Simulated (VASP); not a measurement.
Here is a VASP 6.6.1 calculation.

The input INCAR:

```
PREC     = Accurate       # precision mode
ENCUT    = 520            # plane-wave cutoff, eV
EDIFF    = 1E-6           # SCF threshold, eV
ISMEAR   = 0              # smearing method
SIGMA    = 0.1            # smearing width, eV
LREAL    = False          # projectors in reciprocal space
LASPH    = True           # aspherical terms in the spheres
NELM     = 80             # most SCF steps
ALGO     = Fast           # electronic algorithm
ISIF     = 2              # what is computed and relaxed
LWAVE    = False          # write WAVECAR
LCHARG   = False          # write CHGCAR
GGA      = PS             # functional
NBANDS   = 36             # bands
```

The input KPOINTS:

```
regular mesh
0
Gamma
  10 10 10
```

POSCAR

```
MnSn3
1.0
    4.3590044168      0.0000000000      0.0000000000
    0.0000000000      4.3590044168      0.0000000000
    0.0000000000      0.0000000000      4.3590044168
Sn Mn
3 1
Direct
    0.0000000000      0.5000000000      0.5000000000
    0.5000000000      0.0000000000      0.5000000000
    0.5000000000      0.5000000000      0.0000000000
    0.0000000000      0.0000000000      0.0000000000
```

Potentials or basis: VASP PAW PBE potentials, release 64 (Sn_d, Mn_pv).

Command:

```console
$ cat potpaw_PBE.64/Sn_d/POTCAR potpaw_PBE.64/Mn_pv/POTCAR > POTCAR
$ mpirun -np 1 vasp_std > vasp.out
```

(1) What does it give for the band gap on the k mesh?

(2) What does it give for the pressure?

## Answers

(1) zero (an odd number of electrons rules out a gap without spin polarisation).

(2) 0.0 GPa.

Caveat: the PAW data sets were made with another functional, which shifts forces and pressure a little; spin-orbit coupling is left out, which moves the levels of the heavy elements; the run has no spin polarisation, though such a crystal can be magnetic.
